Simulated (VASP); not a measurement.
# Pb in VASP: further runs

The runs below take Pb through single point, with PBE.

Everything below comes from runs of VASP 6.6.1. Logs are shortened: lines on timing, memory, paths and dates and some standing lists are left out, and cuts for length are marked.

**1. The cell of the first run**

It takes space group P6_3/mmc (No. 194, hexagonal). Conventional cell: a = 3.470 Å, b = 3.470 Å, c = 5.239 Å, α = 90.00°, β = 90.00°, γ = 120.00°. Within 4.3 Å of Pb (site symmetry -6m2) lie 12 Pb at 3.30 to 3.47 Å.

This isn't the form of Pb at room conditions, which is fcc.

**2. Single point, PBE (strained)**

INCAR

```
SYSTEM = Pb
PREC = Accurate ; ENCUT = 520
EDIFF = 1E-7 ; ISMEAR = 0
SIGMA = 0.1 ; LREAL = .FALSE.
LASPH = .TRUE. ; NELM = 100
ALGO = Fast ; ISIF = 2
LWAVE = .FALSE. ; LCHARG = .FALSE.
GGA = PE ; NBANDS = 21
```

KPOINTS

```
regular mesh
0
G
  15 15 8
  0 0 0
```

POSCAR

```
Pb
1.0
    3.4700130886      0.0000000000      0.0000000000
   -1.7350065443      3.0051194862      0.0000000000
    0.0000000000      0.0000000000      5.2385567000
Pb
2
Direct
    0.3333333333      0.6666666667      0.2500000000
    0.6666666667      0.3333333333      0.7500000000
```

Potentials or basis: VASP PAW PBE potentials, release 64 (Pb_d).

Command:

```bash
> cat potpaw_PBE.64/Pb_d/POTCAR > POTCAR
> mpirun -np 1 vasp_std > vasp.out
```

OUTCAR:

```text
SYSTEM = Pb
   PREC = Accurate
   ENCUT = 520
   EDIFF = 1E-7
   ISMEAR = 0
   LREAL = .FALSE.
   LASPH = .TRUE.
   NELM = 100
   ISIF = 2
   GGA = PE

 ion  position               nearest neighbor table
   1  0.333  0.667  0.250-   2 3.30   2 3.30   2 3.30   2 3.30   2 3.30   2 3.30
   2  0.667  0.333  0.750-   1 3.30   1 3.30   1 3.30   1 3.30   1 3.30   1 3.30

  LATTYP: Found a hexagonal cell.
 ALAT       =     3.4700130886
 C/A-ratio  =     1.5096648244

  Lattice vectors:

 A1 = (   3.4700130886,   0.0000000000,   0.0000000000)
 A2 = (  -1.7350065443,   3.0051194862,   0.0000000000)
 A3 = (   0.0000000000,   0.0000000000,   5.2385567000)

Analysis of symmetry for initial positions (statically):
=====================================================================
 Subroutine PRICEL returns:
 Original cell was already a primitive cell.

 Routine SETGRP: Setting up the symmetry group for a
 hexagonal supercell.

 Subroutine GETGRP returns: Found 24 space group operations
 (whereof 12 operations were pure point group operations)
 out of a pool of 24 trial point group operations.

The static configuration has the point symmetry D_3d.
 The point group associated with its full space group is D_6h.

Analysis of symmetry for dynamics (positions and initial velocities):
=====================================================================
 Subroutine PRICEL returns:
 Original cell was already a primitive cell.

 Routine SETGRP: Setting up the symmetry group for a
 hexagonal supercell.

 Subroutine GETGRP returns: Found 24 space group operations
 (whereof 12 operations were pure point group operations)
 out of a pool of 24 trial point group operations.

The dynamic configuration has the point symmetry D_3d.
 The point group associated with its full space group is D_6h.

 Subroutine INISYM returns: Found 24 space group operations
 (whereof 12 operations are pure point group operations),
 and found     1 'primitive' translations

----------------------------------------------------------------------------------------

                                     Primitive cell

  volume of cell :      54.6266

  direct lattice vectors                    reciprocal lattice vectors
     3.470013089  0.000000000  0.000000000     0.288183351  0.166382735  0.000000000
    -1.735006544  3.005119486  0.000000000     0.000000000  0.332765471  0.000000000
     0.000000000  0.000000000  5.238556700     0.000000000  0.000000000  0.190892274

  length of vectors
     3.470013089  3.470013089  5.238556700     0.332765471  0.332765471  0.190892274

  position of ions in fractional coordinates (direct lattice)
     0.333333333  0.666666667  0.250000000
     0.666666667  0.333333333  0.750000000
[... 79 lines left out ...]
   EDIFFG = 0.1E-05   stopping-criterion for IOM
   NSW    =      0    number of steps for IOM
   IBRION =     -1    ionic relax: 0-MD 1-quasi-New 2-CG
   NFREE  =      0    steps in history (QN), initial steepest desc. (CG)
   ISIF   =      2    stress and relaxation
   ISYM   =      2    0-nonsym 1-usesym 2-fastsym
   POTIM  = 0.5000    time-step for ionic-motion
   TEBEG  =    0.0;   TEEND  =   0.0 temperature during run
   PSTRESS=    0.0 pullay stress
   NELECT =      28.0000    total number of electrons
   NUPDOWN=      -1.0000    fix difference up-down
   EMIN   =  10.00;   EMAX   =-10.00  energy-range for DOS
   EFERMI =   0.00;   METHOD = LEGACY
   ISMEAR =     0;   SIGMA  =   0.10  broadening in eV -4-tet -1-fermi 0-gaus
   EFERMI_NEDOS =   21; number of points for ismear=-14 and -15
   IALGO  =     68    algorithm
   IMIX   =      4    mixing-type and parameters
     AMIX     =   0.40;   BMIX     =  1.00
     AMIX_MAG =   1.60;   BMIX_MAG =  1.00
  volume/ion in A,a.u.               =      27.31       184.32
  Fermi-wavevector in a.u.,A,eV,Ry     =   1.310165  2.475853 23.354842  1.716532
  Thomas-Fermi vector in A             =   2.440714
   LORBIT       =      0    0 simple, 1 ext, 2 COOP (PROOUT), +10 PAW based schemes
   GGA     = PE    functional components
   LHFCALC =     F    Hartree Fock is set to
   AEXX    =    0.0000 exact exchange contribution
   IVDW    =     0    specifies the selected vdW correction
   LEPSILON=     F    determine dielectric tensor
   LRPA    =     F    only Hartree local field effects (RPA)
 non-spin polarized calculation
 RMM-DIIS sequential band-by-band and
 Gauss-broadening in eV      SIGMA  =   0.10
  energy-cutoff  :      520.00
  volume of cell :       54.63
 maximum number of plane-waves:      1496
 NGX is ok and might be reduce to    28
   NGX = 13   NGY = 13   NGZ = 19

 number of electron      27.9999999 magnetization

 Free energy of the ion-electron system (eV)
  ---------------------------------------------------
  ext. energy  EPLUGINS =         0.00000000
  ---------------------------------------------------
  free energy    TOTEN  =        -6.82137905 eV

  energy without entropy =       -6.81527999  energy(sigma->0) =       -6.81832952

 E-fermi :   8.4934     XC(G=0): -10.6963

 val. band max:        8.4894869335   @ k =   0.1333   0.0667   0.3750
 cond. band min:       8.4945396582   @ k =   0.0667   0.0667   0.3750
 fundamental gap:      0.0050527247
 Fermi energy:         8.4933884007

 k-point     1 :       0.0000    0.0000    0.0000
  band No.  band energies     occupation
      1      -8.7312      2.00000
      2      -8.6231      2.00000
      3      -8.6231      2.00000
      4      -8.6076      2.00000
      5      -8.6076      2.00000
      6      -8.6006      2.00000
[... 565 lines left out ...]
     20      18.1582      0.00000
     21      23.3267      0.00000

 [... further k-points ...]

------------------------ aborting loop because EDIFF is reached ----------------------------------------

  FORCE on cell =-STRESS in cart. coord.  units (eV):
  Direction    XX          YY          ZZ          XY          YZ          ZX
  --------------------------------------------------------------------------------------
  -------------------------------------------------------------------------------------
  Total        2.5120474      2.5120474      4.2857122     -0.0000000     -0.0000000      0.0000000
  in kB       73.6773339     73.6773339    125.6982065     -0.0000000     -0.0000000      0.0000000
  external PRESSURE =      91.0176247 kB  Pullay stress =       0.0000000 kB

 VOLUME and BASIS-vectors are now :
 -----------------------------------------------------------------------------
  energy-cutoff  :      520.00
  volume of cell :       54.63
      direct lattice vectors                 reciprocal lattice vectors
     3.470013089  0.000000000  0.000000000     0.288183351  0.166382735  0.000000000
    -1.735006544  3.005119486  0.000000000     0.000000000  0.332765471  0.000000000
     0.000000000  0.000000000  5.238556700     0.000000000  0.000000000  0.190892274

 POSITION                                       TOTAL-FORCE (eV/Angst)
 -----------------------------------------------------------------------------------
     -0.00000      2.00341      1.30964        -0.000000     -0.000000      0.000000
      1.73501      1.00171      3.92892         0.000000      0.000000      0.000000
 -----------------------------------------------------------------------------------
    total drift:                               -0.000000      0.000000      0.000000

  FREE ENERGIE OF THE ION-ELECTRON SYSTEM (eV)
  ---------------------------------------------------
  free  energy   TOTEN  =        -6.8213790530 eV

  energy  without entropy=       -6.8152799915  energy(sigma->0) =       -6.81832952
```

OSZICAR:

```text
N       E                     dE             d eps       ncg     rms          rms(c)
DAV:   1     0.297954051770E+03    0.29795E+03   -0.14473E+04  5686   0.170E+03
DAV:   2     0.139368875725E+02   -0.28402E+03   -0.27752E+03  5720   0.415E+02
DAV:   3    -0.622132075385E+01   -0.20158E+02   -0.19916E+02  6906   0.137E+02
DAV:   4    -0.682714155297E+01   -0.60582E+00   -0.60542E+00  6827   0.262E+01
DAV:   5    -0.685596666105E+01   -0.28825E-01   -0.28824E-01  7765   0.525E+00    0.937E-01
RMM:   6    -0.682895154385E+01    0.27015E-01   -0.36157E-02  6565   0.236E+00    0.465E-01
RMM:   7    -0.682109772470E+01    0.78538E-02   -0.23932E-02  6480   0.156E+00    0.125E-01
RMM:   8    -0.682120126758E+01   -0.10354E-03   -0.69444E-03  8074   0.101E+00    0.204E-02
RMM:   9    -0.682135435186E+01   -0.15308E-03   -0.17284E-03  8833   0.341E-01    0.193E-02
RMM:  10    -0.682137965855E+01   -0.25307E-04   -0.25006E-04  6982   0.225E-01    0.180E-02
RMM:  11    -0.682137226896E+01    0.73896E-05   -0.13378E-04  7719   0.137E-01    0.232E-03
RMM:  12    -0.682137925555E+01   -0.69866E-05   -0.73795E-05  8998   0.725E-02    0.159E-03
RMM:  13    -0.682137913368E+01    0.12187E-06   -0.57484E-06  7982   0.198E-02    0.153E-03
RMM:  14    -0.682137893298E+01    0.20070E-06   -0.11283E-06  6144   0.103E-02    0.849E-04
RMM:  15    -0.682137906745E+01   -0.13447E-06   -0.17097E-07  3571   0.491E-03    0.273E-04
RMM:  16    -0.682137905299E+01    0.14461E-07   -0.74458E-08  3524   0.295E-03
   1 F= -.68213791E+01 E0= -.68183295E+01  d E =-.609906E-02
```

stdout:

```text
POSCAR found type information on POSCAR Pb
 POSCAR found :  1 types and       2 ions
 scaLAPACK will be used
 LDA part: xc-table for (Slater+PW92), standard interpolation
 POSCAR, INCAR and KPOINTS ok, starting setup
 FFT: planning ... GRIDC
 FFT: planning ... GRID_SOFT
 FFT: planning ... GRID
 WAVECAR not read
 entering main loop
WARNING in EDDRMM: call to ZHEGV failed, returncode =   8  4     21
WARNING in EDDRMM: call to ZHEGV failed, returncode =   8  4     20
WARNING in EDDRMM: call to ZHEGV failed, returncode =   6  3     19
WARNING in EDDRMM: call to ZHEGV failed, returncode =   8  4     20
 num prob RMM:  16    -0.682137905299E+01    0.14461E-07   -0.74458E-08  3524   0.295E-03
```

Wall time 78 s (1 thread of Intel Xeon 6975P-C (Granite Rapids), shared host); peak memory 0.26 GiB.

What came out:

| Property | Result |
| --- | --- |
| Free energy | -6.8214 eV |
| Pressure | 9.1 GPa |
| Band gap on the k mesh | zero (bands 14 and 15 overlap by 7.92 eV) |

Caveat: the cell differs from its parent crystal (strained); the cell stands under pressure; spin-orbit coupling is left out, which moves the levels of the heavy elements.

**3. Single point, PBE (strained)**

INCAR

```
SYSTEM = Pb
  PREC = Accurate
  ENCUT = 520
  EDIFF = 1E-7
  ISMEAR = 0
  SIGMA = 0.1
  LREAL = .False.
  LASPH = .True.
  NELM = 60
  ALGO = Fast
  ISIF = 2
  LWAVE = .False.
  LCHARG = .True.
  GGA = PE
  LELF = .True.
  LVHAR = .True.
  NBANDS = 21
```

KPOINTS

```
regular mesh
0
Gamma
  15 15 8
  0 0 0
```

POSCAR

```
Pb
1.0
    3.4773558901      0.0000000000      0.0000000000
   -1.7386779450      3.0114785388      0.0000000000
    0.0000000000      0.0000000000      5.7534516000
Pb
2
Direct
    0.3333333333      0.6666666667      0.2500000000
    0.6666666667      0.3333333333      0.7500000000
```

Potentials or basis: VASP PAW PBE potentials, release 64 (Pb_d).

Command:

```bash
> cat potpaw_PBE.64/Pb_d/POTCAR > POTCAR
> mpirun -np 1 vasp_std > vasp.out
```

OUTCAR:

```text
SYSTEM = Pb
   PREC = Accurate
   ENCUT = 520
   EDIFF = 1E-7
   ISMEAR = 0
   LREAL = .False.
   LASPH = .True.
   NELM = 60
   ISIF = 2
   GGA = PE

 ion  position               nearest neighbor table
   1  0.333  0.667  0.250-   2 3.51   2 3.51   2 3.51   2 3.51   2 3.51   2 3.51
   2  0.667  0.333  0.750-   1 3.51   1 3.51   1 3.51   1 3.51   1 3.51   1 3.51

  LATTYP: Found a hexagonal cell.
 ALAT       =     3.4773558901
 C/A-ratio  =     1.6545478179

  Lattice vectors:

 A1 = (   3.4773558901,   0.0000000000,   0.0000000000)
 A2 = (  -1.7386779450,   3.0114785388,   0.0000000000)
 A3 = (   0.0000000000,   0.0000000000,   5.7534516000)

Analysis of symmetry for initial positions (statically):
=====================================================================
 Subroutine PRICEL returns:
 Original cell was already a primitive cell.

 Routine SETGRP: Setting up the symmetry group for a
 hexagonal supercell.

 Subroutine GETGRP returns: Found 24 space group operations
 (whereof 12 operations were pure point group operations)
 out of a pool of 24 trial point group operations.

The static configuration has the point symmetry D_3d.
 The point group associated with its full space group is D_6h.

Analysis of symmetry for dynamics (positions and initial velocities):
=====================================================================
 Subroutine PRICEL returns:
 Original cell was already a primitive cell.

 Routine SETGRP: Setting up the symmetry group for a
 hexagonal supercell.

 Subroutine GETGRP returns: Found 24 space group operations
 (whereof 12 operations were pure point group operations)
 out of a pool of 24 trial point group operations.

The dynamic configuration has the point symmetry D_3d.
 The point group associated with its full space group is D_6h.

 Subroutine INISYM returns: Found 24 space group operations
 (whereof 12 operations are pure point group operations),
 and found     1 'primitive' translations

----------------------------------------------------------------------------------------

[... 112 lines left out ...]
     AMIX_MAG =   1.60;   BMIX_MAG =  1.00
  volume/ion in A,a.u.               =      30.13       203.29
  Fermi-wavevector in a.u.,A,eV,Ry     =   1.268066  2.396296 21.878037  1.607990
  Thomas-Fermi vector in A             =   2.401180
   LORBIT       =      0    0 simple, 1 ext, 2 COOP (PROOUT), +10 PAW based schemes
   GGA     = PE    functional components
   LHFCALC =     F    Hartree Fock is set to
   AEXX    =    0.0000 exact exchange contribution
   IVDW    =     0    specifies the selected vdW correction
   LEPSILON=     F    determine dielectric tensor
   LRPA    =     F    only Hartree local field effects (RPA)
 non-spin polarized calculation
 RMM-DIIS sequential band-by-band and
 Gauss-broadening in eV      SIGMA  =   0.10
  energy-cutoff  :      520.00
  volume of cell :       60.25
 maximum number of plane-waves:      1659
 NGX is ok and might be reduce to    28
   NGX = 13   NGY = 13   NGZ = 21

 number of electron      28.0000004 magnetization

 Free energy of the ion-electron system (eV)
  ---------------------------------------------------
  ext. energy  EPLUGINS =         0.00000000
  ---------------------------------------------------
  free energy    TOTEN  =        -7.08389784 eV

  energy without entropy =       -7.08089080  energy(sigma->0) =       -7.08239432

 E-fermi :   7.3143     XC(G=0): -10.2181

 val. band max:        7.2547229374   @ k =   0.3333  -0.0000   0.2500
 cond. band min:       7.3671907585   @ k =   0.2667   0.1333   0.1250
 fundamental gap:      0.1124678210
 Fermi energy:         7.3142531919

 k-point     1 :       0.0000    0.0000    0.0000
  band No.  band energies     occupation
      1      -9.7597      2.00000
      2      -9.7359      2.00000
      3      -9.7094      2.00000
      4      -9.7094      2.00000
      5      -9.6891      2.00000
      6      -9.6891      2.00000
[... 565 lines left out ...]
     20      17.4891      0.00000
     21      20.8437      0.00000

 [... further k-points ...]

------------------------ aborting loop because EDIFF is reached ----------------------------------------

  FORCE on cell =-STRESS in cart. coord.  units (eV):
  Direction    XX          YY          ZZ          XY          YZ          ZX
  --------------------------------------------------------------------------------------
  -------------------------------------------------------------------------------------
  Total        0.9725162      0.9725162      0.8663578      0.0000000      0.0000000      0.0000000
  in kB       25.8612819     25.8612819     23.0383047      0.0000000      0.0000000      0.0000000
  external PRESSURE =      24.9202895 kB  Pullay stress =       0.0000000 kB

 VOLUME and BASIS-vectors are now :
 -----------------------------------------------------------------------------
  energy-cutoff  :      520.00
  volume of cell :       60.25
      direct lattice vectors                 reciprocal lattice vectors
     3.477355890  0.000000000  0.000000000     0.287574822  0.166031401  0.000000000
    -1.738677945  3.011478539  0.000000000     0.000000000  0.332062801  0.000000000
     0.000000000  0.000000000  5.753451600     0.000000000  0.000000000  0.173808710

 POSITION                                       TOTAL-FORCE (eV/Angst)
 -----------------------------------------------------------------------------------
     -0.00000      2.00765      1.43836         0.000000     -0.000000      0.000000
      1.73868      1.00383      4.31509        -0.000000      0.000000      0.000000
 -----------------------------------------------------------------------------------
    total drift:                               -0.000000      0.000000      0.000000

  FREE ENERGIE OF THE ION-ELECTRON SYSTEM (eV)
  ---------------------------------------------------
  free  energy   TOTEN  =        -7.0838978398 eV

  energy  without entropy=       -7.0808908006  energy(sigma->0) =       -7.08239432
```

OSZICAR:

```text
N       E                     dE             d eps       ncg     rms          rms(c)
DAV:   1     0.296234911196E+03    0.29623E+03   -0.14321E+04  5691   0.163E+03
DAV:   2     0.143868188813E+02   -0.28185E+03   -0.27541E+03  5710   0.409E+02
DAV:   3    -0.643242096299E+01   -0.20819E+02   -0.20607E+02  6843   0.137E+02
[... 12 lines left out ...]
RMM:  16    -0.708389651685E+01   -0.30488E-06   -0.14649E-07  3729   0.495E-03    0.262E-03
RMM:  17    -0.708389704644E+01   -0.52960E-06   -0.84251E-08  3934   0.297E-03    0.167E-03
RMM:  18    -0.708389750348E+01   -0.45704E-06   -0.55272E-08  3640   0.267E-03    0.884E-04
RMM:  19    -0.708389779327E+01   -0.28979E-06   -0.33319E-08  3384   0.189E-03    0.322E-04
RMM:  20    -0.708389783981E+01   -0.46543E-07   -0.14035E-08  3275   0.137E-03
   1 F= -.70838978E+01 E0= -.70823943E+01  d E =-.300704E-02
```

stdout:

```text
POSCAR found type information on POSCAR Pb
 POSCAR found :  1 types and       2 ions
 scaLAPACK will be used
 LDA part: xc-table for (Slater+PW92), standard interpolation
 POSCAR, INCAR and KPOINTS ok, starting setup
 FFT: planning ... GRIDC
 FFT: planning ... GRID_SOFT
 FFT: planning ... GRID
 WAVECAR not read
 entering main loop
WARNING in EDDRMM: call to ZHEGV failed, returncode =   6  3     21
 num prob WARNING in EDDRMM: call to ZHEGV failed, returncode =   8  4     21
WARNING in EDDRMM: call to ZHEGV failed, returncode =   8  4     21
 num prob WARNING in EDDRMM: call to ZHEGV failed, returncode =   6  3     20
WARNING in EDDRMM: call to ZHEGV failed, returncode =   8  4     21
 num prob RMM:  20    -0.708389783981E+01   -0.46543E-07   -0.14035E-08  3275   0.137E-03
```

It took 1.8 min on 1 thread of Intel Xeon 6975P-C (Granite Rapids), shared host; peak memory 0.28 GiB.

What came out:

- Free energy: -7.0839 eV
- Pressure: 2.5 GPa
- Band gap on the k mesh: zero (bands 14 and 15 overlap by 7.85 eV)

Stress tensor (GPa, compression positive):
```
2.59 0.00 0.00
0.00 2.59 0.00
0.00 0.00 2.30
```

Levels at points of the mesh, in eV from the Fermi level:
```
           k point  band 10  band 11  band 12  band 13  band 14  band 15  band 16  band 17  band 18  band 19
(0.00, 0.00, 0.00)   -16.78   -11.76    -8.21    -4.22     5.79     5.79     7.39     7.54     7.54     8.98
(0.00, 0.00, 0.50)   -16.84   -10.58   -10.58     0.65     0.65     6.62     6.62     6.62     6.62     9.41
```

Caveat: the cell differs from its parent crystal (strained); spin-orbit coupling is left out, which moves the levels of the heavy elements.

(Continued in part 2 of 2.)
